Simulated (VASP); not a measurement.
Set up this calculation in VASP 6.6.1, as the native input.

```yaml
Task: single point
Functional: LDA
Potentials_or_basis: VASP PAW LDA potentials, release 64 (Se, Li_sv)
Cutoff: 750 eV
k_mesh: 7 × 7 × 7
Occupations: fermi-dirac, width 0.05 eV
Spin: no spin polarisation
Dipole_correction: no
Further_INCAR_settings: ALGO = Normal; EDIFF = 1e-06; NBANDS = 13
```

The structure of Li2Se lies in POSCAR:

```
Li2Se
1.0
    0.0000000000      3.0223846855      3.0223846855
    3.0223846855      0.0000000000      3.0223846855
    3.0223846855      3.0223846855      0.0000000000
Se Li
1 2
Direct
    0.0000000000      0.0000000000      0.0000000000
    0.7500000000      0.7500000000      0.7500000000
    0.2500000000      0.2500000000      0.2500000000
```

The input as run:

INCAR

```
SYSTEM = Li2Se
  PREC = Accurate
  ENCUT = 750
  EDIFF = 1E-6
  ISMEAR = -1
  SIGMA = 0.05
  LREAL = .False.
  LASPH = .True.
  NELM = 120
  ALGO = Normal
  ISIF = 2
  LWAVE = .False.
  LCHARG = .False.
  NBANDS = 13
  GGA_COMPAT = .False.
```

KPOINTS

```
Automatic mesh
0
Gamma
  7 7 7
  0 0 0
```

Potentials or basis: VASP PAW LDA potentials, release 64 (Se, Li_sv).

The run is started by

```sh
$ cat potpaw_LDA.64/Se/POTCAR potpaw_LDA.64/Li_sv/POTCAR > POTCAR
$ mpirun -np 1 vasp_std > vasp.out
```

It gave:

```yaml
Pressure: -3.1 GPa
Band_gap_on_the_k_mesh: 2.95 eV (least direct gap 3.12 eV)
```

Caveat: the cell stands under tension; an odd mesh through Γ misses points on the zone boundary, where band edges can lie.

Wall time 40 s on 1 thread of Intel Xeon 8259CL, with other jobs on the host, peak memory 0.19 GiB.
